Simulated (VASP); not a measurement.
Wanted: the native input for a VASP 6.6.1 run.

```
Task                   : single point
Functional             : PBE
Potentials or basis    : VASP PAW PBE potentials, release 64 (Ti_sv)
Cutoff                 : 520 eV
k mesh                 : 16 × 16 × 16
Occupations            : fermi-dirac, width 0.1 eV
Spin                   : no spin polarisation
Dipole correction      : no
Further INCAR settings : ALGO = Normal; EDIFF = 1e-07; NBANDS = 19
```

The structure of Ti lies in POSCAR:

```
Ti
1.0
    0.0000000000      2.9595672568      2.9595672568
    2.9595672568      0.0000000000      2.9595672568
    2.9595672568      2.9595672568      0.0000000000
Ti
2
Direct
    0.1250000000      0.1250000000      0.1250000000
    0.8750000000      0.8750000000      0.8750000000
```

This cell differs from its parent crystal: volume scaled by 1.12.

The input as run:

INCAR

```
ALGO = Normal ; EDIFF = 1E-7
ENCUT = 520 ; GGA = PE
ISIF = 2 ; ISMEAR = -1
LASPH = T ; LCHARG = F
LREAL = F ; LWAVE = F
NBANDS = 19 ; NELM = 60
PREC = Accurate ; SIGMA = 0.1
```

KPOINTS

```
k-points
0
Gamma
  16 16 16
```

Potentials or basis: VASP PAW PBE potentials, release 64 (Ti_sv).

Run with:

```console
$ cat potpaw_PBE.64/Ti_sv/POTCAR > POTCAR
$ mpirun -np 1 vasp_std > vasp.out
```

Results of the run:

The pressure is -2.7 GPa and the band gap on the k mesh is zero (band 12 reaches 4.42 eV, above the bottom of band 13 at 4.24 eV).

Run time: 2 min on 1 thread of AMD EPYC 9R14 (Zen 4), on a shared host, peak memory 0.22 GiB.
